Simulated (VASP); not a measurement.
# SnSe (I4mm) in VASP: notebook

Runs on SnSe. Level: LDA. Tasks: single point.

Everything below comes from runs of VASP 6.6.1. Logs are shortened: lines on timing, memory, paths and dates and some standing lists are left out, and cuts for length are marked.

### Step 1. The cell of the first run

Symmetry: I4mm, No. 107, tetragonal system. The conventional cell has a = 4.167 Å, b = 4.167 Å, c = 5.893 Å, α = 90.00°, β = 90.00°, γ = 90.00°. Sn (site symmetry 4mm) has 6 Se at 2.80 to 3.10 Å within 3.7 Å. Se (site symmetry 4mm) has 6 Sn at 2.80 to 3.10 Å within 3.7 Å.

### Step 2. Single point, LDA

Input file INCAR:

```
  PREC = Accurate
  ENCUT = 520
  EDIFF = 1E-6
  ISMEAR = 0
  SIGMA = 0.05
  LREAL = False
  LASPH = True
  NELM = 100
  ALGO = Normal
  ISIF = 2
  LWAVE = False
  LCHARG = False
  NBANDS = 17
```

Input file KPOINTS:

```
Automatic mesh
0
Gamma
  8 8 8
```

Input file POSCAR:

```
SnSe
1.0
    0.0000000000      2.9466477701      2.9466477701
    2.9466477701      0.0000000000      2.9466477701
    2.9466477701      2.9466477701      0.0000000000
Sn Se
1 1
Direct
    0.0000000000      0.0000000000      0.0000000000
    0.5254526519      0.5254526519      0.4745473481
```

Potentials or basis: VASP PAW LDA potentials, release 64 (Sn_d, Se).

Started as:

```bash
$ cat potpaw_LDA.64/Sn_d/POTCAR potpaw_LDA.64/Se/POTCAR > POTCAR
$ mpirun -np 1 vasp_std > vasp.out
```

OUTCAR:

```text
PREC = Accurate
   ENCUT = 520
   EDIFF = 1E-6
   ISMEAR = 0
   LREAL = False
   LASPH = True
   NELM = 100
   ISIF = 2

 ion  position               nearest neighbor table
   1  0.000  0.000  0.000-   2 2.80   2 2.95   2 2.95   2 2.95   2 2.95   2 3.10
   2  0.525  0.525  0.475-   1 2.80   1 2.95   1 2.95   1 2.95   1 2.95   1 3.10

  LATTYP: Found a face centered cubic cell.
 ALAT       =     5.8932955402

  Lattice vectors:

 A1 = (   0.0000000000,   2.9466477701,   2.9466477701)
 A2 = (   2.9466477701,   0.0000000000,   2.9466477701)
 A3 = (   2.9466477701,   2.9466477701,   0.0000000000)

Analysis of symmetry for initial positions (statically):
=====================================================================
 Subroutine PRICEL returns:
 Original cell was already a primitive cell.

 Routine SETGRP: Setting up the symmetry group for a
 face centered cubic supercell.

 Subroutine GETGRP returns: Found  8 space group operations
 (whereof  8 operations were pure point group operations)
 out of a pool of 48 trial point group operations.

The static configuration has the point symmetry C_4v.

Analysis of symmetry for dynamics (positions and initial velocities):
=====================================================================
 Subroutine PRICEL returns:
 Original cell was already a primitive cell.

 Routine SETGRP: Setting up the symmetry group for a
 face centered cubic supercell.

 Subroutine GETGRP returns: Found  8 space group operations
 (whereof  8 operations were pure point group operations)
 out of a pool of 48 trial point group operations.

The dynamic configuration has the point symmetry C_4v.

 Subroutine INISYM returns: Found  8 space group operations
 (whereof  8 operations are pure point group operations),
 and found     1 'primitive' translations

----------------------------------------------------------------------------------------

                                     Primitive cell

  volume of cell :      51.1699

  direct lattice vectors                    reciprocal lattice vectors
     0.000000000  2.946647770  2.946647770    -0.169684346  0.169684346  0.169684346
     2.946647770  0.000000000  2.946647770     0.169684346 -0.169684346  0.169684346
     2.946647770  2.946647770  0.000000000     0.169684346  0.169684346 -0.169684346

  length of vectors
     4.167189240  4.167189240  4.167189240     0.293901909  0.293901909  0.293901909

  position of ions in fractional coordinates (direct lattice)
     0.000000000  0.000000000  0.000000000
     0.525452652  0.525452652  0.474547348

  ion indices of the primitive-cell ions
   primitive index   ion index
                 1           1
                 2           2

----------------------------------------------------------------------------------------

 KPOINTS: Automatic mesh

Automatic generation of k-mesh.
 Grid dimensions read from file:
 generate k-points for:    8    8    8

 Generating k-lattice:

  Cartesian coordinates                     Fractional coordinates (reciprocal lattice)
    -0.021210543  0.021210543  0.021210543     0.125000000  0.000000000  0.000000000
     0.021210543 -0.021210543  0.021210543     0.000000000  0.125000000  0.000000000
     0.021210543  0.021210543 -0.021210543     0.000000000  0.000000000  0.125000000

  Length of vectors
     0.036737739  0.036737739  0.036737739

  Shift w.r.t. Gamma in fractional coordinates (k-lattice)
     0.000000000  0.000000000  0.000000000

 Subroutine IBZKPT returns following result:
 ===========================================

 Found     59 irreducible k-points:

 Following reciprocal coordinates:
            Coordinates               Weight
  0.000000  0.000000  0.000000      1.000000
  0.125000  0.000000  0.000000      8.000000
  0.250000  0.000000  0.000000      8.000000
  0.375000  0.000000  0.000000      8.000000
  0.500000  0.000000  0.000000      4.000000
  0.125000  0.125000  0.000000      2.000000
[... 16 lines left out ...]
  0.000000  0.375000  0.250000     16.000000
  0.500000  0.250000  0.000000      8.000000
 [... further k-points ...]
   k-points           NKPTS =     59   k-points in BZ     NKDIM =     59   number of bands    NBANDS=     17
   number of dos      NEDOS =    301   number of ions     NIONS =      2
   total plane-waves  NPLWV =  32768
   dimension x,y,z NGX =    32 NGY =   32 NGZ =   32
   dimension x,y,z NGXF=    64 NGYF=   64 NGZF=   64
   ions per type =               1   1
   NGX,Y,Z   is equivalent  to a cutoff of  12.77, 12.77, 12.77 a.u.
   NGXF,Y,Z  is equivalent  to a cutoff of  25.53, 25.53, 25.53 a.u.
 SYSTEM =  unknown system
   PREC   = accura    normal or accurate (medium, high low for compatibility)
   ISTART =      0    job   : 0-new  1-cont  2-samecut
   ICHARG =      2    charge: 1-file 2-atom 10-const
   ISPIN  =      1    spin polarized calculation?
   LNONCOLLINEAR =      F non collinear calculations
   LSORBIT =      F    spin-orbit coupling
   LASPH  =      T    aspherical Exc in radial PAW
   ENCUT  =  520.0 eV  38.22 Ry    6.18 a.u.   7.75  7.75  7.75*2*pi/ulx,y,z
   NELM   =    100;   NELMIN=  2; NELMDL= -5     # of ELM steps
   EDIFF  = 0.1E-05   stopping-criterion for ELM
   LREAL  =      F    real-space projection
   EDIFFG = 0.1E-04   stopping-criterion for IOM
   NSW    =      0    number of steps for IOM
   IBRION =     -1    ionic relax: 0-MD 1-quasi-New 2-CG
   NFREE  =      0    steps in history (QN), initial steepest desc. (CG)
   ISIF   =      2    stress and relaxation
   ISYM   =      2    0-nonsym 1-usesym 2-fastsym
   POTIM  = 0.5000    time-step for ionic-motion
   TEBEG  =    0.0;   TEEND  =   0.0 temperature during run
   PSTRESS=    0.0 pullay stress
   NELECT =      20.0000    total number of electrons
   NUPDOWN=      -1.0000    fix difference up-down
   EMIN   =  10.00;   EMAX   =-10.00  energy-range for DOS
   EFERMI =   0.00;   METHOD = LEGACY
   ISMEAR =     0;   SIGMA  =   0.05  broadening in eV -4-tet -1-fermi 0-gaus
   EFERMI_NEDOS =   21; number of points for ismear=-14 and -15
   IALGO  =     38    algorithm
   IMIX   =      4    mixing-type and parameters
     AMIX     =   0.40;   BMIX     =  1.00
     AMIX_MAG =   1.60;   BMIX_MAG =  1.00
  volume/ion in A,a.u.               =      25.58       172.66
  Fermi-wavevector in a.u.,A,eV,Ry     =   1.196961  2.261928 19.493274  1.432715
  Thomas-Fermi vector in A             =   2.332888
   LORBIT       =      0    0 simple, 1 ext, 2 COOP (PROOUT), +10 PAW based schemes
   GGA     = CA    functional components
   LHFCALC =     F    Hartree Fock is set to
   AEXX    =    0.0000 exact exchange contribution
   IVDW    =     0    specifies the selected vdW correction
   LEPSILON=     F    determine dielectric tensor
   LRPA    =     F    only Hartree local field effects (RPA)
 non-spin polarized calculation
 Gauss-broadening in eV      SIGMA  =   0.05
  energy-cutoff  :      520.00
  volume of cell :       51.17
 maximum number of plane-waves:      1411
   NGX = 15   NGY = 15   NGZ = 15

 number of electron      20.0000000 magnetization

 Free energy of the ion-electron system (eV)
  ---------------------------------------------------
  ext. energy  EPLUGINS =         0.00000000
  ---------------------------------------------------
  free energy    TOTEN  =        -9.50247614 eV

  energy without entropy =       -9.50247614  energy(sigma->0) =       -9.50247614

 E-fermi :   6.3239     XC(G=0): -10.1635

 val. band max:        6.0437052795   @ k =  -0.2500   0.1250   0.0000
 cond. band min:       6.8129168306   @ k =   0.0000  -0.3750   0.1250
 fundamental gap:      0.7692115511
 Fermi energy:         6.3238757721

 k-point     1 :       0.0000    0.0000    0.0000
  band No.  band energies     occupation
      1     -15.3186      2.00000
      2     -15.3176      2.00000
      3     -15.3139      2.00000
      4     -15.3103      2.00000
      5     -15.3103      2.00000
      6      -8.1847      2.00000
[... 9 lines left out ...]
     16      12.1644      0.00000
     17      14.1779      0.00000

 k-point     2 :       0.1250    0.0000    0.0000
  band No.  band energies     occupation
      1     -15.3197      2.00000
      2     -15.3189      2.00000
      3     -15.3125      2.00000
      4     -15.3091      2.00000
      5     -15.3083      2.00000
      6      -8.0613      2.00000
[... 9 lines left out ...]
     16      12.4148      0.00000
     17      15.4084      0.00000

 k-point     3 :       0.2500    0.0000    0.0000
  band No.  band energies     occupation
      1     -15.3231      2.00000
      2     -15.3229      2.00000
      3     -15.3104      2.00000
      4     -15.3041      2.00000
      5     -15.3025      2.00000
      6      -7.7257      2.00000
[... 9 lines left out ...]
     16      13.3521      0.00000
     17      17.7113      0.00000

 k-point     4 :       0.3750    0.0000    0.0000
  band No.  band energies     occupation
      1     -15.3271      2.00000
      2     -15.3269      2.00000
      3     -15.3093      2.00000
      4     -15.2982      2.00000
      5     -15.2964      2.00000
      6      -7.3114      2.00000
[... 9 lines left out ...]
     16      14.8815      0.00000
     17      17.9162      0.00000
[... 343 lines left out ...]
      1     -15.3418      2.00000
      2     -15.3181      2.00000
      3     -15.3140      2.00000
      4     -15.2949      2.00000
      5     -15.2934      2.00000
      6      -7.2378      2.00000
[... 9 lines left out ...]
     16      16.2562      0.00000
     17      17.2200      0.00000

 k-point    23 :       0.0000    0.3750    0.2500
  band No.  band energies     occupation
      1     -15.3422      2.00000
      2     -15.3149      2.00000
      3     -15.3131      2.00000
      4     -15.2979      2.00000
      5     -15.2939      2.00000
      6      -7.2471      2.00000
[... 9 lines left out ...]
     16      16.3216      0.00000
     17      17.2628      0.00000

 k-point    24 :       0.5000    0.2500    0.0000
  band No.  band energies     occupation
      1     -15.3431      2.00000
      2     -15.3176      2.00000
      3     -15.3136      2.00000
      4     -15.2947      2.00000
      5     -15.2909      2.00000
      6      -6.9396      2.00000
[... 9 lines left out ...]
     16      16.9371      0.00000
     17      17.7661      0.00000

 [... further k-points ...]
[... 5 lines left out ...]
  --------------------------------------------------------------------------------------
  -------------------------------------------------------------------------------------
  Total        0.0777929      0.0777929      0.3456521      0.0000000     -0.0000000      0.0000000
  in kB        2.4357691      2.4357691     10.8226880      0.0000000     -0.0000000      0.0000000
  external PRESSURE =       5.2314087 kB  Pullay stress =       0.0000000 kB

 VOLUME and BASIS-vectors are now :
 -----------------------------------------------------------------------------
  energy-cutoff  :      520.00
  volume of cell :       51.17
      direct lattice vectors                 reciprocal lattice vectors
     0.000000000  2.946647770  2.946647770    -0.169684346  0.169684346  0.169684346
     2.946647770  0.000000000  2.946647770     0.169684346 -0.169684346  0.169684346
     2.946647770  2.946647770  0.000000000     0.169684346  0.169684346 -0.169684346

 POSITION                                       TOTAL-FORCE (eV/Angst)
 -----------------------------------------------------------------------------------
      0.00000      0.00000      0.00000         0.000000      0.000000      0.125379
      2.94665      2.94665      3.09665         0.000000      0.000000     -0.125379
 -----------------------------------------------------------------------------------
    total drift:                               -0.000000     -0.000000     -0.000095

  FREE ENERGIE OF THE ION-ELECTRON SYSTEM (eV)
  ---------------------------------------------------
  free  energy   TOTEN  =        -9.5024761418 eV

  energy  without entropy=       -9.5024761418  energy(sigma->0) =       -9.50247614
```

It took 23 s on 1 thread of Intel Xeon 6975P-C (Granite Rapids), shared host; peak memory 0.18 GiB.

Results:

| Property | Result |
| --- | --- |
| Free energy | -9.5025 eV |
| Pressure | 0.5 GPa |
| Largest force | 0.125 eV/Å |
| Band gap on the k mesh | 0.77 eV, indirect (least direct gap 0.91 eV) |

Forces on the atoms (eV/Å):
```
Sn   0.000  0.000  0.125
Se   0.000  0.000 -0.125
```

Stress tensor (GPa, compression positive):
```
0.24 0.00 0.00
0.00 0.24 0.00
0.00 0.00 1.08
```

Caveat: the cell differs from its parent crystal (all Se atoms moved -0.150 Å, as atom 2 towards its neighbour atom 1 (Sn) at 2.947 Å); spin-orbit coupling is left out, which moves the levels of the heavy elements.

### Step 3. Single point, LDA

Input file INCAR:

```
SYSTEM = SnSe
PREC     = Accurate       ! precision mode
ENCUT    = 520            ! plane-wave cutoff, eV
EDIFF    = 1E-6           ! SCF threshold, eV
ISMEAR   = 0              ! smearing method
SIGMA    = 0.05           ! smearing width, eV
LREAL    = .False.        ! projectors in reciprocal space
LASPH    = .True.         ! aspherical terms in the spheres
NELM     = 80             ! most SCF steps
ALGO     = Normal         ! electronic algorithm
ISIF     = 2              ! what is computed and relaxed
LWAVE    = .False.        ! write WAVECAR
LCHARG   = .False.        ! write CHGCAR
GGA      = CA             ! functional
NBANDS   = 17             ! bands
```

Input file KPOINTS:

```
Automatic mesh
0
Gamma
  8 8 8
  0 0 0
```

Edit POSCAR of step 2 so:

```diff
@@ -9,2 +9,2 @@
     0.0000000000      0.0000000000      0.0000000000
-    0.5254526519      0.5254526519      0.4745473481
+    0.4554578592      0.4554578592      0.5445421408
```

Potentials or basis: VASP PAW LDA potentials, release 64 (Sn_d, Se).

Started as:

```bash
$ cat potpaw_LDA.64/Sn_d/POTCAR potpaw_LDA.64/Se/POTCAR > POTCAR
$ mpirun -np 1 vasp_std > vasp.out
```

OUTCAR:

```text
SYSTEM = SnSe
   PREC = Accurate
   ENCUT = 520
   EDIFF = 1E-6
   ISMEAR = 0
   LREAL = .False.
   LASPH = .True.
   NELM = 80
   ISIF = 2
   GGA = CA

 ion  position               nearest neighbor table
   1  0.000  0.000  0.000-   2 2.68   2 2.96   2 2.96   2 2.96   2 2.96   2 3.21
   2  0.455  0.455  0.545-   1 2.68   1 2.96   1 2.96   1 2.96   1 2.96   1 3.21

  LATTYP: Found a face centered cubic cell.
 ALAT       =     5.8932955402

  Lattice vectors:

 A1 = (   0.0000000000,   2.9466477701,   2.9466477701)
 A2 = (   2.9466477701,   0.0000000000,   2.9466477701)
 A3 = (   2.9466477701,   2.9466477701,   0.0000000000)
[... 648 lines left out ...]
      5     -15.2637      2.00000
      6      -6.9907      2.00000
[... 9 lines left out ...]
     16      16.8956      0.00000
     17      17.7528      0.00000

 [... further k-points ...]
[... 5 lines left out ...]
  --------------------------------------------------------------------------------------
  -------------------------------------------------------------------------------------
  Total        0.1465407      0.1465407      1.0519790      0.0000000      0.0000000     -0.0000000
  in kB        4.5883236      4.5883236     32.9384374      0.0000000      0.0000000     -0.0000000
  external PRESSURE =      14.0383616 kB  Pullay stress =       0.0000000 kB

 VOLUME and BASIS-vectors are now :
 -----------------------------------------------------------------------------
  energy-cutoff  :      520.00
  volume of cell :       51.17
      direct lattice vectors                 reciprocal lattice vectors
     0.000000000  2.946647770  2.946647770    -0.169684346  0.169684346  0.169684346
     2.946647770  0.000000000  2.946647770     0.169684346 -0.169684346  0.169684346
     2.946647770  2.946647770  0.000000000     0.169684346  0.169684346 -0.169684346

 POSITION                                       TOTAL-FORCE (eV/Angst)
 -----------------------------------------------------------------------------------
      0.00000      0.00000      0.00000         0.000000      0.000000     -0.412644
      2.94665      2.94665      2.68415         0.000000      0.000000      0.412644
 -----------------------------------------------------------------------------------
    total drift:                                0.000000      0.000000      0.000106

  FREE ENERGIE OF THE ION-ELECTRON SYSTEM (eV)
  ---------------------------------------------------
  free  energy   TOTEN  =        -9.4743763256 eV

  energy  without entropy=       -9.4743763256  energy(sigma->0) =       -9.47437633
```

Wall time 21 s (1 thread of Intel Xeon 6975P-C (Granite Rapids), shared host); peak memory 0.18 GiB.

What came out:

```
Free energy            : -9.4744 eV
Pressure               : 1.4 GPa
Largest force          : 0.413 eV/Å
Band gap on the k mesh : 0.79 eV, indirect (least direct gap 0.88 eV)
```

Forces in eV/Å, atoms in the order of the input:
```
Sn   0.000  0.000 -0.413
Se   0.000  0.000  0.413
```

Caveat: the cell differs from its parent crystal (all Se atoms moved +0.263 Å, as atom 2 towards its neighbour atom 1 (Sn) at 2.947 Å); spin-orbit coupling is left out, which moves the levels of the heavy elements. A k mesh can miss the band edges.

### Step 4. Single point, LDA

Input file INCAR:

```
PREC = Accurate
ENCUT = 520
EDIFF = 1E-7
ISMEAR = 0
SIGMA = 0.05
LREAL = False
LASPH = True
NELM = 80
ALGO = Normal
ISIF = 2
LWAVE = False
LCHARG = False
NBANDS = 17
```

Input file KPOINTS:

```
regular mesh
0
Gamma
  8 8 8
```

Edit POSCAR of step 3 so:

```diff
@@ -9,2 +9,2 @@
     0.0000000000      0.0000000000      0.0000000000
-    0.4554578592      0.4554578592      0.5445421408
+    0.4681841851      0.4681841851      0.5318158149
```

Started as:

```bash
$ cat potpaw_LDA.64/Sn_d/POTCAR potpaw_LDA.64/Se/POTCAR > POTCAR
$ mpirun -np 1 vasp_std > vasp.out
```

It took 28 s on 1 thread of Intel Xeon 6975P-C (Granite Rapids), shared host; peak memory 0.18 GiB.

Results (log left out):

| Property | Result |
| --- | --- |
| Free energy | -9.4965 eV |
| Pressure | 0.7 GPa |
| Largest force | 0.196 eV/Å |
| Band gap on the k mesh | 0.77 eV, indirect (least direct gap 0.89 eV) |

Forces in eV/Å, atoms in the order of the input:
```
Sn   0.000  0.000 -0.196
Se   0.000  0.000  0.196
```

Stress tensor (GPa, compression positive):
```
0.27 0.00 0.00
0.00 0.27 0.00
0.00 0.00 1.63
```

Levels at points of the mesh, in eV from the valence-band top:
```csv
k point,band 7,band 8,band 9,band 10,band 11,band 12,band 13,band 14
"(0.00, 0.00, 0.00)",-4.82,-2.33,-2.21,-2.21,4.26,4.26,4.66,5.92
"(0.50, 0.00, 0.00)",-8.32,-2.12,-1.99,-0.08,0.94,1.29,1.49,8.36
"(0.50, 0.50, 0.00)",-6.64,-5.18,-3.83,-3.83,2.89,5.75,5.75,6.49
"(0.00, 0.50, 0.50)",-6.03,-5.81,-3.79,-3.78,2.65,5.86,5.95,6.40
```

Caveat: the cell differs from its parent crystal (all Se atoms moved +0.188 Å, as atom 2 towards its neighbour atom 1 (Sn) at 2.947 Å); spin-orbit coupling is left out, which moves the levels of the heavy elements. A k mesh can miss the band edges.
